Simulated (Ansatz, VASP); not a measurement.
**Two plane-wave programs on Ni**

The input INCAR:

```
ALGO = Normal ; EDIFF = 1E-6
ENCUT = 600 ; GGA = PE
GGA_COMPAT = False ; ISIF = 2
ISMEAR = -1 ; LASPH = True
LCHARG = False ; LREAL = False
LWAVE = False ; NBANDS = 11
NELM = 120 ; PREC = Accurate
SIGMA = 0.1
```

Contents of KPOINTS:

```
k-points
0
Gamma
  22 22 22
```

Contents of POSCAR:

```
Ni
1.0
    0.0000000000      1.7572466680      1.7572466680
    1.7572466680      0.0000000000      1.7572466680
    1.7572466680      1.7572466680      0.0000000000
Ni
1
Direct
    0.0000000000      0.0000000000      0.0000000000
```

Input for Ansatz:

```yaml
crystal:
  lattice:
    - [0.0, 1.757246668, 1.757246668]
    - [1.757246668, 0.0, 1.757246668]
    - [1.757246668, 1.757246668, 0.0]
  atoms:
    - { symbol: Ni, position: [0.0, 0.0, 0.0] }
hamiltonian:
  xc: pbe
  pseudopotentials:
    kind: paw
    azcp:
      Ni: "pseudopotentials/Ni.paw.azcp"
basis:
  ecutwfc: 420
  fft_grid_basis: typed
kpoints:
  mp_grid: { grid: [22, 22, 22], shift: [0, 0, 0] }
magnetization:
  spin_polarized: false
scf:
  occupations: { method: fermi_dirac, width: 0.1 }
  lower_state_search: "off"
output:
  stress: true
```

Alike in both runs: task single point; functional PBE; k mesh 22 × 22 × 22; occupations fermi-dirac, width 0.1 eV; no spin polarisation.

```csv
,VASP,Ansatz
version,VASP 6.6.1,Ansatz 0.2.0
potentials or method,"VASP PAW PBE potentials, release 64 (Ni), cutoff 600 eV","plane waves (420 eV) with PAW, scalar-relativistic"
valence electrons in the cell,10,18
```

|  | VASP | Ansatz | Ansatz less VASP |
| --- | --- | --- | --- |
| pressure (GPa) | 0.0 | 0.1 | +0.06 |

The functional is the same, so the differences come from potentials, cutoffs and numerics. VASP's potentials hold 10 valence electrons a cell and Ansatz's 18, so a difference there can come from the potentials and not from the codes.
